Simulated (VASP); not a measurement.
Here is a VASP 6.6.1 calculation.

The input INCAR:

```
ALGO     = Normal         # electronic algorithm
EDIFF    = 1E-7           # SCF threshold, eV
ENCUT    = 520            # plane-wave cutoff, eV
GGA      = CA             # functional
ISIF     = 2              # what is computed and relaxed
ISMEAR   = -1             # smearing method
LASPH    = True           # aspherical terms in the spheres
LCHARG   = False          # write CHGCAR
LREAL    = False          # projectors in reciprocal space
LWAVE    = False          # write WAVECAR
NBANDS   = 18             # bands
NELM     = 60             # most SCF steps
PREC     = Accurate       # precision mode
SIGMA    = 0.1            # smearing width, eV
```

The input KPOINTS:

```
k-points
0
Gamma
  18 18 10
```

POSCAR

```
Ag
1.0
    2.7858723147      0.0000000000      0.0000000000
   -1.3929361573      2.4126361962      0.0000000000
    0.0000000000      0.0000000000      4.5648083598
Ag
2
Direct
    0.3333333333      0.6666666667      0.2500000000
    0.6666666667      0.3333333333      0.7500000000
```

Potentials or basis: VASP PAW LDA potentials, release 64 (Ag).

Launch:

```console
$ cat potpaw_LDA.64/Ag/POTCAR > POTCAR
$ mpirun -np 1 vasp_std > vasp.out
```

Question: Predict the band gap on the k mesh.

Answer: Zero (bands 11 and 12 overlap by 7.90 eV).

Question: Predict the pressure.

Answer: 7.2 GPa.

Caveat: the cell stands under pressure.
